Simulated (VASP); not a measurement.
## BeCd2Se3: single point with PBE

The system is BeCd2Se3.

```
CELL_PARAMETERS angstrom
3.88750 0.00000 0.00000
0.00000 3.88750 0.00000
0.00000 0.00000 8.44677
ATOMIC_POSITIONS crystal
Be 0.00000 0.00000 0.00000
Cd 0.50000 0.00000 0.26261
Cd 0.00000 0.50000 0.73739
Se 0.50000 0.00000 0.62505
Se 0.00000 0.50000 0.37495
Se 0.50000 0.50000 0.00000
```

The cell was built from a structure type or drawn by symmetry, and may not be a known phase.

```
Program             : VASP 6.6.1
Task                : single point
Functional          : PBE
Potentials or basis : VASP PAW PBE potentials, release 64 (Be, Cd, Se)
Cutoff              : 520 eV
k mesh              : 4 × 4 × 2
Occupations         : gaussian, width 0.1 eV
Spin                : no spin polarisation
```

```yaml
Pressure: -1.0 GPa
Largest_force: 0.788 eV/Å
Band_gap_on_the_k_mesh: zero (bands 22 and 23 overlap by 0.80 eV)
```

Forces on the atoms (eV/Å):
```
Be   0.000  0.000  0.000
Cd   0.000  0.000  0.788
Cd   0.000  0.000 -0.788
Se   0.000  0.000  0.334
Se   0.000  0.000 -0.334
Se   0.000  0.000  0.000
```

Stress tensor (GPa, compression positive):
```
-2.79  0.00  0.00
 0.00 -2.79  0.00
 0.00  0.00  2.62
```

Levels at points of the mesh, in eV from the Fermi level:
```
           k point  band 20  band 21  band 22  band 23  band 24  band 25
(0.00, 0.00, 0.00)    -0.97    -0.95    -0.40    -0.40     1.23     2.19
(0.50, 0.00, 0.00)    -0.82    -0.19    -0.09     0.29     1.74     2.37
(0.50, 0.50, 0.00)    -2.10    -2.10    -1.29    -0.32     1.37     1.37
(0.00, 0.00, 0.50)    -1.36    -0.65    -0.12    -0.12     1.41     2.86
(0.50, 0.00, 0.50)    -0.18    -0.12     0.06     1.44     1.55     2.31
(0.50, 0.50, 0.50)    -1.66    -1.66    -1.35    -0.53     0.28     0.28
```

Wall time 45 s on 1 thread of Intel(R) Xeon(R) Platinum 8259CL CPU @ 2.50GHz (Skylake/Cascade Lake), on a shared host, peak memory 0.24 GiB.

Caveat: the k points lie up to 0.40 Å⁻¹ apart, too coarse for converged energies and pressures of a metal.
